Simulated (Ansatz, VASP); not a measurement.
# Two plane-wave programs on TaZn2B3

```
Ta Zn B
1.0
     4.66318    0.00000    0.00000
    -2.33159    4.03843    0.00000
     0.00000    0.00000    3.45931
Ta Zn B
1 2 3
Direct
  0.00000 0.00000 0.00000
  0.66667 0.33333 0.00000
  0.33333 0.66667 0.00000
  0.00000 0.50000 0.50000
  0.50000 0.50000 0.50000
  0.50000 0.00000 0.50000
```

Change from the starting cell: species swapped into the LaCo3Ni2 type (P6/mmm, No. 191).

Alike in both runs: functional PBE; k mesh 6 × 6 × 4; occupations gaussian, width 0.1 eV; no spin polarisation.

Ansatz relaxed the structure, and its values are those at the end. VASP's run is a single point on that final structure, the one shown.

|  | VASP | Ansatz |
| --- | --- | --- |
| version | VASP 6.6.1 | Ansatz 0.2.0 |
| potentials or method | VASP PAW PBE potentials, release 64 (Ta_pv, Zn, B), cutoff 520 eV | scalar-relativistic, plane waves, PAW |
| valence electrons in the cell | 44 | 46 |

|  | VASP | Ansatz | Ansatz less VASP |
| --- | --- | --- | --- |
| gap on the k mesh at the Fermi level (eV) | none | none | - |
| pressure (GPa) | 0.4 | 0.0 | -0.41 |

A gap of «none» marks a metal or a gap that the smearing closes. With one functional, cell and mesh, what is left measures potentials, basis and numerics. VASP's potentials hold 44 valence electrons a cell and Ansatz's 46, so a difference there can come from the potentials and not from the codes.

The k mesh is coarse, so the values compare programs but aren't converged. Spin-orbit coupling is off throughout.
